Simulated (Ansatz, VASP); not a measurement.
GaN in VASP and in Ansatz

POSCAR

```
GaN
1.0
    3.1800000000      0.0000000000      0.0000000000
   -1.5900000000      2.7539607840      0.0000000000
    0.0000000000      0.0000000000      5.1660000000
Ga N
2 2
Direct
    0.6666666667      0.3333333333      0.5000000000
    0.3333333333      0.6666666667      0.0000000000
    0.6666666667      0.3333333333      0.8750000000
    0.3333333333      0.6666666667      0.3750000000
```

Contents of INCAR.step1:

```
PREC = Accurate ; ENCUT = 520
EDIFF = 1E-5 ; ISMEAR = -1
SIGMA = 0.05 ; LREAL = False
LASPH = True ; NELM = 60
ALGO = Normal ; ISIF = 2
LWAVE = True ; NBANDS = 26
GGA = PE
```

INCAR.step2

```
PREC = Accurate ; ENCUT = 520
EDIFF = 1E-6 ; ISMEAR = -1
SIGMA = 0.05 ; LREAL = False
LASPH = True ; NELM = 60
ALGO = Normal ; ISIF = 2
LWAVE = False ; LCHARG = True
METAGGA = R2SCAN ; LHFCALC = True
AEXX = 0.25 ; LMIXTAU = True
PRECFOCK = Normal ; LELF = True
LVHAR = True ; NBANDS = 26
ISTART = 1
```

The input KPOINTS:

```
regular mesh
0
Gamma
  6 6 3
```

File input.yaml:

```yaml
crystal:
  lattice:
    - [3.18, 0.0, 0.0]
    - [-1.59, 2.753960784, 0.0]
    - [0.0, 0.0, 5.166]
  atoms:
    - { symbol: Ga, position: [0.6666666667, 0.3333333333, 0.5] }
    - { symbol: Ga, position: [0.3333333333, 0.6666666667, 0.0] }
    - { symbol: "N", position: [0.6666666667, 0.3333333333, 0.875] }
    - { symbol: "N", position: [0.3333333333, 0.6666666667, 0.375] }
hamiltonian:
  xc: { exchange: r2scan, correlation: r2scan, exx: { coeff: 0.25 } }
  pseudopotentials: { kind: paw }
kpoints:
  mp_grid: { grid: [6, 6, 3] }
scf:
  occupations: { method: fermi_dirac, width: 0.05 }
output:
  forces: true
  stress: true
  eigenvalues: true
```

Alike in both runs: task single point; functional r2SCAN-based global hybrid with a share of 0.25 of exact exchange; k mesh 6 × 6 × 3; occupations fermi-dirac, width 0.05 eV; no spin polarisation.

|  | VASP | Ansatz |
| --- | --- | --- |
| version | VASP 6.6.1 | Ansatz 0.2.0 |
| potentials or method | VASP PAW PBE potentials, release 64 (Ga_d, N) | Ansatz PAW |
| plane-wave cutoff (eV) | 520 | 500 |
| valence electrons in the cell | 36 | 36 |

Ansatz gave:

| Property | Result |
| --- | --- |
| gap on the k mesh at the Fermi level (eV) | 4.22 |
| least direct gap on the mesh (eV) | 4.22 |
| pressure (GPa) | -2.6 |
| traceless stress, the component that is largest in VASP (GPa) | 1.07 |
| rms of the force components (eV/Å) | 0.092 |

Q: What did VASP give for the same quantities?

A: gap on the k mesh at the Fermi level (eV): 4.25; least direct gap on the mesh (eV): 4.25; pressure (GPa): -1.5; traceless stress, the component that is largest in VASP (GPa): 1.06; rms of the force components (eV/Å): 0.089.

VASP's potentials were made for PBE, not for r2SCAN-based global hybrid. Atom by atom the forces differ by 0.003 eV/Å (rms over components). The functional is the same, so the differences come from potentials, cutoffs and numerics.

Noted on Ansatz's run: odd divisions of the mesh miss points on the zone boundary, where band edges often lie, so the gap on the mesh can be too wide.
